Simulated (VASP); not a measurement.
Input of a VASP 6.6.1 run:

The input POSCAR:

```
Ge
1.0
    0.0000000000      2.1162369513      2.1162369513
    2.1162369513      0.0000000000      2.1162369513
    2.1162369513      2.1162369513      0.0000000000
Ge
1
Direct
    0.0000000000      0.0000000000      0.0000000000
```

INCAR.step1

```
SYSTEM = Ge
ALGO = Normal
EDIFF = 1E-4
ENCUT = 520
GGA = PE
GGA_COMPAT = .False.
ISMEAR = -1
LASPH = .True.
LCHARG = .False.
LREAL = .False.
LSORBIT = .True.
LWAVE = .True.
MAGMOM = 0 0 0
NBANDS = 25
NELM = 150
PREC = Accurate
SIGMA = 0.1
```

Contents of INCAR.step2:

```
SYSTEM = Ge
ALGO = Normal
EDIFF = 1E-6
ENCUT = 520
GGA_COMPAT = .False.
ISIF = 2
ISMEAR = -1
ISTART = 1
LASPH = .True.
LCHARG = .True.
LMIXTAU = .True.
LORBIT = 11
LORBMOM = .True.
LREAL = .False.
LSORBIT = .True.
LVHAR = .True.
LWAVE = .False.
MAGMOM = 0 0 0
METAGGA = R2SCAN
NBANDS = 25
NELM = 150
PREC = Accurate
SIGMA = 0.1
```

File KPOINTS:

```
k-points
0
Gamma
  13 13 13
  0 0 0
```

Potentials or basis: VASP PAW PBE potentials, release 64 (Ge_d).

Run with:

```console
$ cat potpaw_PBE.64/Ge_d/POTCAR > POTCAR
$ cp INCAR.step1 INCAR
$ mpirun -np 1 vasp_ncl > vasp.out
$ cp INCAR.step2 INCAR
$ mpirun -np 1 vasp_ncl > vasp.out
```

Problem. Predict the net moment.

Solution. 0.00 μB per cell.

Problem. Estimate the pressure.

Solution. -0.2 GPa.

Moments on the atoms (μB; x, y, z):
```
Ge  0.00 0.00 0.00
```

Caveat: the PAW data sets were made with another functional, which shifts forces and pressure a little.
